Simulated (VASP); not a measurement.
Write the native input for VASP 6.6.1 that does the following.

| Property | Result |
| --- | --- |
| Task | single point |
| Functional | LDA |
| Potentials or basis | VASP PAW LDA potentials, release 64 (Sn_d) |
| Cutoff | 520 eV |
| k mesh | 16 × 16 × 16 |
| Occupations | gaussian, width 0.1 eV |
| Spin | no spin polarisation |
| Dipole correction | no |
| Further INCAR settings | ALGO = Fast; EDIFF = 1e-06; NBANDS = 21 |

The structure of Sn lies in POSCAR:

```
Sn
1.0
   -2.8943168118      2.8943168118      1.5614856196
    2.8943168118     -2.8943168118      1.5614856196
    2.8943168118      2.8943168118     -1.5614856196
Sn
2
Direct
    0.0000000000      0.0000000000      0.0000000000
    0.7500000000      0.2500000000      0.5000000000
```

These files were run (other wordings do the same):

INCAR

```
SYSTEM = Sn
ALGO = Fast
EDIFF = 1E-6
ENCUT = 520
ISIF = 2
ISMEAR = 0
LASPH = .TRUE.
LCHARG = .FALSE.
LREAL = .FALSE.
LWAVE = .FALSE.
NBANDS = 21
NELM = 80
PREC = Accurate
SIGMA = 0.1
```

KPOINTS

```
k-points
0
G
  16 16 16
  0 0 0
```

Potentials or basis: VASP PAW LDA potentials, release 64 (Sn_d).

The run is started by

```sh
$ cat potpaw_LDA.64/Sn_d/POTCAR > POTCAR
$ mpirun -np 1 vasp_std > vasp.out
```

It gave:

```json
{
  "Pressure": "0.0 GPa",
  "Band gap on the k mesh": "zero (band 14 reaches 9.81 eV, above the bottom of band 15 at 5.40 eV)"
}
```

Caveat: spin-orbit coupling is left out, which moves the levels of the heavy elements.

Run time: 7.4 min on 1 thread of Intel Xeon 6975P-C, on a shared host, peak memory 0.41 GiB.
